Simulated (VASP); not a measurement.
# EuMnSbF (P4/nmm) in VASP: single point with PBEsol

Aim: the single point of EuMnSbF with PBEsol.

All numbers are computed with VASP 6.6.1; they aren't measurements. Logs are shortened: lines on timing, memory, paths and dates and some standing lists are left out, and cuts for length are marked.

## 1. The cell of the first run

Symmetry: P4/nmm, No. 129, tetragonal system. Conventional cell: a = 4.000 Å, b = 4.000 Å, c = 9.263 Å, α = 90.00°, β = 90.00°, γ = 90.00°. Eu (site symmetry 4mm) has 4 F at 2.47 Å and 4 Sb at 3.23 Å within 3.3 Å. Mn (site symmetry -4m2) has 4 Sb at 2.58 Å and 4 Mn at 2.83 Å within 3.4 Å. Sb (site symmetry 4mm) has 4 Mn at 2.58 Å and 4 Eu at 3.23 Å within 3.4 Å. F (site symmetry -4m2) has 4 Eu at 2.47 Å and 4 F at 2.83 Å within 3.3 Å.

## 2. Single point, PBEsol, collinear spin, ferrimagnetic start

Contents of INCAR:

```
PREC = Accurate
ENCUT = 520
EDIFF = 1E-6
ISMEAR = 0
SIGMA = 0.05
LREAL = Auto
LASPH = T
NELM = 150
ALGO = Normal
ISIF = 2
LWAVE = F
LCHARG = F
ISPIN = 2
MAGMOM = 7.18 7.18 7.18 7.18 -2.51 -2.51 -2.51 -2.51 0 0 0 0 0 0 0 0
LORBIT = 11
LMAXMIX = 6
GGA = PS
NBANDS = 102
KPAR = 4
```

Contents of KPOINTS:

```
Automatic mesh
0
Gamma
  4 4 2
  0.5 0.5 0.5
```

Contents of POSCAR:

```
EuMnSbF
1.0
    3.9998683763      3.9998683763      0.0000000000
    3.9998683763     -3.9998683763      0.0000000000
    0.0000000000      0.0000000000     -9.2630481965
Eu Mn Sb F
4 4 4 4
Direct
    0.2500000000      0.2500000000      0.8437220371
    0.7500000000      0.7500000000      0.8437220371
    0.2500000000      0.7500000000      0.1562779629
    0.7500000000      0.2500000000      0.1562779629
    0.0000000000      0.0000000000      0.5000000000
    0.5000000000      0.5000000000      0.5000000000
    0.5000000000      0.0000000000      0.5000000000
    0.0000000000      0.5000000000      0.5000000000
    0.2500000000      0.7500000000      0.6755383437
    0.7500000000      0.2500000000      0.6755383437
    0.2500000000      0.2500000000      0.3244616563
    0.7500000000      0.7500000000      0.3244616563
    0.5000000000      0.0000000000      0.0000000000
    0.0000000000      0.5000000000      0.0000000000
    0.0000000000      0.0000000000      0.0000000000
    0.5000000000      0.5000000000      0.0000000000
```

Potentials or basis: VASP PAW PBE potentials, release 64 (Eu, Mn_pv, Sb, F).

Started as:

```console
$ cat potpaw_PBE.64/Eu/POTCAR potpaw_PBE.64/Mn_pv/POTCAR potpaw_PBE.64/Sb/POTCAR potpaw_PBE.64/F/POTCAR > POTCAR
$ mpirun -np 4 vasp_std > vasp.out
```

OUTCAR:

```text
PREC = Accurate
   ENCUT = 520
   EDIFF = 1E-6
   ISMEAR = 0
   LREAL = Auto
   LASPH = T
   NELM = 150
   ISIF = 2
   ISPIN = 2
   LORBIT = 11
   GGA = PS

 ion  position               nearest neighbor table
   1  0.250  0.250  0.844-  13 2.47  14 2.47  15 2.47  16 2.47   9 3.23  10 3.23   9 3.23  10 3.23

   2  0.750  0.750  0.844-  13 2.47  14 2.47  15 2.47  16 2.47   9 3.23  10 3.23  10 3.23   9 3.23

   3  0.250  0.750  0.156-  13 2.47  14 2.47  15 2.47  16 2.47  11 3.23  12 3.23  11 3.23  12 3.23
[... 30 lines left out ...]
 A1 = (   3.9998683763,   3.9998683763,   0.0000000000)
 A2 = (   3.9998683763,  -3.9998683763,   0.0000000000)
 A3 = (   0.0000000000,   0.0000000000,  -9.2630481965)

Analysis of symmetry for initial positions (statically):
=====================================================================
 Subroutine PRICEL returns following result:

  LATTYP: Found a simple tetragonal cell.
 ALAT       =     3.9998683763
 C/A-ratio  =     2.3158382539
[... 12 lines left out ...]
 Subroutine GETGRP returns: Found 16 space group operations
 (whereof  8 operations were pure point group operations)
 out of a pool of 16 trial point group operations.

The static configuration has the point symmetry D_2d.
 The point group associated with its full space group is D_4h.

Analysis of symmetry for dynamics (positions and initial velocities):
=====================================================================
 Subroutine PRICEL returns following result:

  LATTYP: Found a simple tetragonal cell.
 ALAT       =     3.9998683763
 C/A-ratio  =     2.3158382539
[... 12 lines left out ...]
 Subroutine GETGRP returns: Found 16 space group operations
 (whereof  8 operations were pure point group operations)
 out of a pool of 16 trial point group operations.

The dynamic configuration has the point symmetry D_2d.
 The point group associated with its full space group is D_4h.

Analysis of structural, dynamic, and magnetic symmetry:
=====================================================================
 Subroutine PRICEL returns following result:

  LATTYP: Found a simple tetragonal cell.
 ALAT       =     3.9998683763
 C/A-ratio  =     2.3158382539
[... 12 lines left out ...]
 Subroutine GETGRP returns: Found 16 space group operations
 (whereof  8 operations were pure point group operations)
 out of a pool of 16 trial point group operations.

The overall configuration has the point symmetry D_2d.
 The point group associated with its full space group is D_4h.

 Subroutine INISYM returns: Found 16 space group operations
 (whereof  8 operations are pure point group operations),
 and found     2 'primitive' translations

[... 136 lines left out ...]
 cond. band min:       6.3683509159   @ k =   0.1250   0.1250   0.2500
 fundamental gap:      0.0571570387
 Fermi energy:         6.3214171498

 spin component 1

 k-point     1 :       0.1250    0.1250    0.2500
  band No.  band energies     occupation
      1     -40.1229      1.00000
      2     -40.1229      1.00000
      3     -40.1093      1.00000
      4     -40.1088      1.00000
      5     -40.0560      1.00000
      6     -40.0429      1.00000
[... 286 lines left out ...]
     95       6.6025      0.00000
     96       6.7257      0.00000
 Fermi energy:         6.3214171498

 spin component 2

 k-point     1 :       0.1250    0.1250    0.2500
  band No.  band energies     occupation
      1     -42.6027      1.00000
      2     -42.5914      1.00000
      3     -42.5914      1.00000
      4     -42.5815      1.00000
      5     -42.4763      1.00000
      6     -42.4763      1.00000
[... 286 lines left out ...]
     95      10.5695      0.00000
     96      10.6024      0.00000
 [bands above 96 left out]

------------------------ aborting loop because EDIFF is reached ----------------------------------------

  FORCE on cell =-STRESS in cart. coord.  units (eV):
  Direction    XX          YY          ZZ          XY          YZ          ZX
  --------------------------------------------------------------------------------------
  -------------------------------------------------------------------------------------
  Total       -0.4212269     -0.4212269     -0.1142394      0.0000000     -0.0000000      0.0000000
  in kB       -2.2769388     -2.2769388     -0.6175204      0.0000000     -0.0000000      0.0000000
  external PRESSURE =      -1.7237993 kB  Pullay stress =       0.0000000 kB

 VOLUME and BASIS-vectors are now :
 -----------------------------------------------------------------------------
  energy-cutoff  :      520.00
  volume of cell :      296.40
      direct lattice vectors                 reciprocal lattice vectors
     3.999868376  3.999868376  0.000000000     0.125004113  0.125004113  0.000000000
     3.999868376 -3.999868376  0.000000000     0.125004113 -0.125004113  0.000000000
     0.000000000  0.000000000 -9.263048196     0.000000000  0.000000000 -0.107955824

 POSITION                                       TOTAL-FORCE (eV/Angst)
 -----------------------------------------------------------------------------------
      1.99993      0.00000     -7.81544         0.000000     -0.000000      0.045467
      5.99980      0.00000     -7.81544        -0.000000     -0.000000      0.045467
      3.99987     -1.99993     -1.44761         0.000000      0.000000     -0.045467
      3.99987      1.99993     -1.44761         0.000000      0.000000     -0.045467
      0.00000      0.00000     -4.63152        -0.000000      0.000000     -0.000000
      3.99987      0.00000     -4.63152        -0.000000     -0.000000     -0.000000
[... 8 lines left out ...]
      0.00000      0.00000      0.00000        -0.000000      0.000000      0.000000
      3.99987      0.00000      0.00000        -0.000000      0.000000      0.000000
 -----------------------------------------------------------------------------------
    total drift:                                0.000000     -0.000000     -0.000000

  FREE ENERGIE OF THE ION-ELECTRON SYSTEM (eV)
  ---------------------------------------------------
  free  energy   TOTEN  =      -137.6341254376 eV

  energy  without entropy=     -137.6197611279  energy(sigma->0) =     -137.62694328

 total charge

# of ion       s       p       d       f       tot
--------------------------------------------------
    1        2.024   5.732   0.340   6.608  14.704
    2        2.024   5.732   0.340   6.608  14.704
    3        2.024   5.732   0.340   6.608  14.704
    4        2.024   5.732   0.340   6.608  14.704
    5        0.294   6.268   5.130   0.000  11.693
    6        0.294   6.268   5.130   0.000  11.693
[... 8 lines left out ...]
   15        1.734   4.354   0.000   0.000   6.088
   16        1.734   4.354   0.000   0.000   6.088
--------------------------------------------------
tot         20.652  71.179  22.098  26.433 140.363

 magnetization (x)

# of ion       s       p       d       f       tot
--------------------------------------------------
    1       -0.012  -0.098   0.067   6.555   6.513
    2       -0.012  -0.098   0.067   6.555   6.513
    3       -0.012  -0.098   0.067   6.555   6.513
    4       -0.012  -0.098   0.067   6.555   6.513
    5       -0.018  -0.022  -2.286   0.000  -2.327
    6       -0.018  -0.022  -2.286   0.000  -2.327
[... 8 lines left out ...]
   15       -0.001  -0.014   0.000   0.000  -0.015
   16       -0.001  -0.014   0.000   0.000  -0.015
--------------------------------------------------
tot         -0.129  -0.255  -8.893  26.218  16.941
```

Run time: 14 min. Hardware: 4 MPI ranks of Intel Xeon Platinum 8375C at 2.90GHz (Ice Lake), shared host; peak memory 0.56 GiB.

Results:

```yaml
Free_energy: -137.6341 eV
Pressure: -0.2 GPa
Largest_force: 0.051 eV/Å
Net_moment: 18.08 μB per cell
Site_moments: Eu +6.51; Mn -2.33; Sb +0.07; F -0.01 μB
Valence_electrons_inside_the_program's_atomic_spheres: Eu 14.70; Mn 11.69; Sb 2.61; F 6.09
```

Forces on the atoms (eV/Å):
```
Eu   0.000  0.000  0.045
Eu   0.000  0.000  0.045
Eu   0.000  0.000 -0.045
Eu   0.000  0.000 -0.045
Mn   0.000  0.000  0.000
Mn   0.000  0.000  0.000
Mn   0.000  0.000  0.000
Mn   0.000  0.000  0.000
Sb   0.000  0.000 -0.051
Sb   0.000  0.000 -0.051
Sb   0.000  0.000  0.051
Sb   0.000  0.000  0.051
F    0.000  0.000  0.000
F    0.000  0.000  0.000
F    0.000  0.000  0.000
F    0.000  0.000  0.000
```

Caveat: the PAW data sets were made with another functional, which shifts forces and pressure a little; spin-orbit coupling is left out, which moves the levels of the heavy elements; semilocal functionals describe open f shells poorly, which spoils levels, moments and volumes. The state reached can hang on the start; a lower one may exist.
